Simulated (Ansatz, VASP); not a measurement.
**Ge2Sb2Se in VASP and in Ansatz**

```xyz
5
Lattice="4.1352 0.0000 0.0000 0.0000 4.1352 0.0000 0.0000 0.0000 8.3083" Properties=species:S:1:pos:R:3 pbc="T T T"
Ge    2.0676    2.0676    1.7208
Ge    2.0676    2.0676    6.5875
Sb    0.0000    0.0000    6.9203
Sb    0.0000    0.0000    1.3880
Se    2.0676    2.0676    4.1541
```

Alike in both runs: functional PBE; k mesh 4 × 4 × 4; occupations gaussian, width 0.1 eV; no spin polarisation.

Ansatz relaxed the structure, and its values are those at the end. VASP's run is a single point on that final structure, the one shown.

|  | VASP | Ansatz |
| --- | --- | --- |
| version | VASP 6.6.1 | Ansatz 0.2.0 |
| potentials or method | VASP PAW PBE potentials, release 64 (Ge_d, Sb, Se), cutoff 520 eV | scalar-relativistic, plane waves, PAW |
| valence electrons in the cell | 44 | 74 |

Ansatz gave:

- gap on the k mesh at the Fermi level (eV): none
- pressure (GPa): 0.0
- rms of the force components (eV/Å): 0.002

Q: Which values does VASP return?

A: gap on the k mesh at the Fermi level (eV): none; pressure (GPa): 0.0; rms of the force components (eV/Å): 0.010.

A gap of «none» marks a metal or a gap that the smearing closes. VASP's potentials hold 44 valence electrons a cell and Ansatz's 74, so a difference there can come from the potentials and not from the codes.

The k mesh is coarse, so the values compare programs but aren't converged. Spin-orbit coupling is off throughout.
